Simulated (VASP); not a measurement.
TiSi4Ir: single point with PBE

The system is TiSi4Ir.

```xyz
6
Lattice="1.8556 1.0713 6.0583 -1.8556 1.0713 6.0583 0.0000 -2.1427 6.0583" Properties=species:S:1:pos:R:3 pbc="T T T"
Ti    0.0000    0.0000    0.0000
Si    0.0000    0.0000   11.2657
Si    0.0000    0.0000    2.3453
Si    0.0000    0.0000   15.8296
Si    0.0000    0.0000    6.9092
Ir    0.0000    0.0000    9.0875
```

The cell was built from a structure type or drawn by symmetry, and may not be a known phase.

```json
{"Program": "VASP 6.6.1", "Task": "single point", "Functional": "PBE", "Potentials or basis": "VASP PAW PBE potentials, release 64 (Ti_sv, Si, Ir)", "Cutoff": "500 eV", "k mesh": "6 × 6 × 6", "Occupations": "gaussian, width 0.1 eV", "Spin": "no spin polarisation", "Dipole correction": "no", "Further INCAR settings": "ALGO = Normal; EDIFF = 1e-06; NBANDS = 28"}
```

```json
{
  "Pressure": "84.9 GPa",
  "Largest force": "2.135 eV/Å",
  "Band gap on the k mesh": "zero (an odd number of electrons rules out a gap without spin polarisation)"
}
```

Forces in eV/Å, atoms in the order of the input:
```
Ti   0.000  0.000  0.000
Si   0.000  0.000  2.135
Si   0.000  0.000 -1.823
Si   0.000  0.000  1.823
Si   0.000  0.000 -2.135
Ir   0.000  0.000  0.000
```

Stress tensor (GPa, compression positive):
```
77.92  0.00  0.00
 0.00 77.92  0.00
 0.00  0.00 98.71
```

Levels at points of the mesh, in eV from the Fermi level:
| k point | band 15 | band 16 | band 17 | band 18 | band 19 | band 20 | band 21 | band 22 |
| --- | --- | --- | --- | --- | --- | --- | --- | --- |
| (0.00, 0.00, 0.00) | -1.68 | -0.59 | -0.59 | 0.21 | 0.29 | 0.29 | 1.55 | 3.96 |
| (0.50, 0.00, 0.00) | -4.30 | -3.39 | -0.56 | -0.38 | -0.34 | 0.82 | 1.64 | 1.72 |
| (0.50, 0.50, 0.00) | -3.71 | -2.10 | -1.26 | -0.72 | -0.37 | -0.11 | 0.82 | 1.46 |
| (0.50, 0.50, 0.50) | -1.02 | -0.73 | -0.73 | 0.85 | 2.31 | 2.43 | 2.45 | 2.45 |

Run time: 82 s on 1 thread of AMD EPYC 9R45 96-Core Processor (Zen 5), on a shared host, peak memory 0.33 GiB.

Caveat: the cell stands under pressure; spin-orbit coupling is left out, which moves the levels of the heavy elements; forces of over 1 eV/Å act on the atoms, so gaps and moduli don't describe the material at rest.
